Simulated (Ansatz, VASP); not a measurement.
**Na: VASP beside Ansatz**

```
Na
1.0
    -2.09633    2.09633    2.11750
     2.09633   -2.09633    2.11750
     2.09633    2.09633   -2.11750
Na
1
Cartesian
  0.0000 0.0000 0.0000
```

Change from the starting cell: equal xx and yy strain of -1 %, PAW files.

Alike in both runs: task electric field gradients; functional PBEsol; k mesh 12 × 12 × 12; occupations fermi-dirac, width 0.05 eV; no spin polarisation.

```csv
,VASP,Ansatz
version,VASP 6.6.1,Ansatz 0.2.0
potentials or method,"VASP PAW PBE potentials, release 64 (Na_pv)","PAW with Ansatz's default frozen-core files, scalar-relativistic"
plane-wave cutoff (eV),520,420
valence electrons in the cell,7,9
```

```csv
,VASP,Ansatz,Ansatz less VASP
pressure (GPa),-0.2,-0.2,0.00
```

VASP's potentials were made for PBE, not for PBEsol. With one functional, cell and mesh, what is left measures potentials, basis and numerics. VASP's potentials hold 7 valence electrons a cell and Ansatz's 9, so a difference there can come from the potentials and not from the codes.
